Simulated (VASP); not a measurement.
Runs of VASP 6.6.1 on K. The structure is that of space group Fm-3m (No. 225), or close to it. The cells are those of the table. This isn't the form of K at room conditions, which is bcc.

```tsv
cell	smearing	gap on the mesh (eV)	pressure (GPa)
a = 4.653 Å, angles 60.0°, 1 atom	methfessel-paxton 0.05 eV	none	-0.3
a = 4.531 Å, angles 60.0°, 1 atom	methfessel-paxton 0.05 eV	none	(a)
a = 3.620 Å, angles 60.0°, 1 atom	methfessel-paxton 0.05 eV	none	(b)
a = 3.063 Å, angles 60.0°, 1 atom	methfessel-paxton 0.05 eV	none	30.0
a = 3.211 Å, angles 60.0°, 1 atom	methfessel-paxton 0.0419 eV	none	19.8
```

Alike in all rows: task single point; level PBEsol+D3(BJ); potentials or basis VASP PAW PBE potentials, release 64 (K_sv); no spin polarisation; k mesh 6 × 6 × 6; cutoff (eV) 500.

Estimate the missing entries.

(a) 0.0; (b) 10.0.

Caveats: some runs use coarse meshes; three body term missing; the PAW data sets were made with another functional, which shifts forces and pressure a little; the cell stands under pressure (at least some runs).

A gap of «none» marks levels without a gap at the run's occupations.
